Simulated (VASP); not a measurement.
**SnSe: single point with PBEsol+D3(BJ)**

The system is SnSe.

```xyz
4
Lattice="4.2571 0.0000 0.0000 0.0000 4.2571 0.0000 0.0000 0.0000 5.0282" Properties=species:S:1:pos:R:3 pbc="T T T"
Sn    2.1286    0.0000    1.2572
Sn    0.0000    2.1286    3.7710
Se    2.1286    0.0000    3.7711
Se    0.0000    2.1286    1.2571
```

```yaml
Program: VASP 6.6.1
Task: single point
Functional: PBEsol
Dispersion: D3(BJ)
Potentials_or_basis: VASP PAW PBE potentials, release 64 (Sn_d, Se)
Cutoff: 520 eV
k_mesh: 8 × 8 × 6
Occupations: gaussian, width 0.03 eV
Spin: no spin polarisation
```

```
Pressure                   : 13.7 GPa
Largest force              : 0.004 eV/Å
Band gap on the k mesh     : zero (bands 20 and 21 overlap by 0.79 eV)
Dispersion energy per atom : -0.397 eV
```

Forces in eV/Å, atoms in the order of the input:
```
Sn   0.000  0.000 -0.004
Sn   0.000  0.000  0.004
Se   0.000  0.000  0.004
Se   0.000  0.000 -0.004
```

Stress tensor (GPa, compression positive):
```
-0.08  0.00  0.00
 0.00 -0.08  0.00
 0.00  0.00 41.33
```

Levels at points of the mesh, in eV from the Fermi level:
```tsv
k point	band 16	band 17	band 18	band 19	band 20	band 21	band 22	band 23	band 24	band 25
(0.00, 0.00, 0.00)	-5.48	-4.74	-4.58	-2.60	-2.60	1.42	3.05	3.05	4.90	4.90
(0.50, 0.00, 0.00)	-6.29	-3.69	-3.69	-2.25	-2.25	1.40	1.40	1.67	1.67	4.76
(0.50, 0.50, 0.00)	-6.07	-5.90	-5.90	-3.68	-3.68	2.29	2.29	3.75	3.75	5.97
(0.00, 0.00, 0.50)	-4.19	-4.19	-4.19	-0.31	-0.31	2.77	2.77	2.96	2.97	3.17
(0.50, 0.00, 0.50)	-3.16	-2.93	-2.93	-1.00	-1.00	0.01	0.01	1.69	1.69	2.00
(0.50, 0.50, 0.50)	-5.88	-5.88	-5.88	0.59	0.59	2.51	2.51	3.82	3.82	3.82
```

Run time: 2.5 min on 1 thread of Intel Xeon 8259CL, on a shared host, peak memory 0.28 GiB.

Caveat: the stress differs along the axes, from -0 to 41 GPa; semilocal functionals underestimate gaps, and a narrow one can read as zero; the PAW data sets were made with another functional, which shifts forces and pressure a little; spin-orbit coupling is left out, which moves the levels of the heavy elements.
